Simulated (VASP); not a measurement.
Input of a VASP 6.6.1 run:

Contents of INCAR:

```
SYSTEM = LiTi3
  PREC = Accurate
  ENCUT = 600
  EDIFF = 1E-6
  ISMEAR = 1
  SIGMA = 0.05
  LREAL = .FALSE.
  LASPH = .TRUE.
  NELM = 60
  ALGO = Normal
  ISIF = 3
  LWAVE = .FALSE.
  LCHARG = .FALSE.
  GGA = CA
  IBRION = 2
  NSW = 80
  EDIFFG = -0.01
```

Contents of KPOINTS:

```
Automatic mesh
0
G
  10 10 10
  0 0 0
```

File POSCAR:

```
LiTi3
1.0
    4.2025000000      0.0000000000      0.0000000000
    0.0000000000      4.2025000000      0.0000000000
    0.0000000000      0.0000000000      4.2025000000
Li Ti
1 3
Direct
    0.0000000000      0.0000000000      0.0000000000
    0.0000000000      0.5000000000      0.5000000000
    0.5000000000      0.0000000000      0.5000000000
    0.5000000000      0.5000000000      0.0000000000
```

Potentials or basis: VASP PAW LDA potentials, release 64 (Li_sv, Ti_sv).

Launch:

```bash
$ cat potpaw_LDA.64/Li_sv/POTCAR potpaw_LDA.64/Ti_sv/POTCAR > POTCAR
$ mpirun -np 1 vasp_std > vasp.out
```

(1) What does it give for the space group after relaxing (to 0.1 Å)?

(2) Predict the band gap on the k mesh.

(3) Predict the relaxed volume.

(4) What does it give for the relaxed cell?

Results:

(1) Pm-3m (No. 221).

(2) zero (an odd number of electrons rules out a gap without spin polarisation).

(3) 15.18 Å³/atom.

(4) a = 3.931 Å, b = 3.931 Å, c = 3.931 Å, α = 90.00°, β = 90.00°, γ = 90.00°.

Caveat: the cutoff is under 1.25 times the usual one of these potentials, so pressure, stress and relaxed cells hold a basis-set (Pulay) error; the volume moved by over 15 % at a fixed basis, so the end points are rough.
